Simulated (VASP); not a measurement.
Crystal: Hf.

```
CELL_PARAMETERS angstrom
0.00000 2.22000 2.22000
2.22000 0.00000 2.22000
2.22000 2.22000 0.00000
ATOMIC_POSITIONS crystal
Hf 0.00000 0.00000 0.00000
```

| Quantity | Value |
| --- | --- |
| Program | VASP 6.6.1 |
| Task | relaxation of cell and atoms |
| Functional | r2SCAN |
| Potentials or basis | VASP PAW PBE potentials, release 64 (Hf_pv) |
| Cutoff | 600 eV |
| k mesh | 16 × 16 × 16 |
| Occupations | gaussian, width 0.1 eV |
| Spin | no spin polarisation |

At the start: pressure 2.3 GPa; volume 21.88 Å³/atom.

Q: Where does the relaxation end?

A: Over 3 steps the energy falls by 3.3 meV/atom and the volume is 22.36 Å³/atom (+2.2 %); space group Fm-3m (No. 225, to 0.05 Å).

The path:
| step | energy change (eV) | largest force (eV/Å) | pressure (GPa) | volume (Å³) |
| --- | --- | --- | --- | --- |
| 1 | 0.0000 | 0.0000 | 2.28 | 21.88 |
| 2 | 0.0006 | 0.0000 | -2.39 | 22.89 |
| 3 | -0.0033 | 0.0000 | -0.01 | 22.36 |

Final structure:
```cif
data_structure
_symmetry_space_group_name_H-M 'P 1'
_symmetry_Int_Tables_number 1
_cell_length_a 3.1621
_cell_length_b 3.1621
_cell_length_c 3.1621
_cell_angle_alpha 60.000
_cell_angle_beta 60.000
_cell_angle_gamma 60.000
_cell_volume 22.36
loop_
_atom_site_label
_atom_site_type_symbol
_atom_site_fract_x
_atom_site_fract_y
_atom_site_fract_z
_atom_site_occupancy
Hf1 Hf 0.00000 0.00000 0.00000 1
```

Caveat: the PAW data sets were made with another functional, which shifts forces and pressure a little.
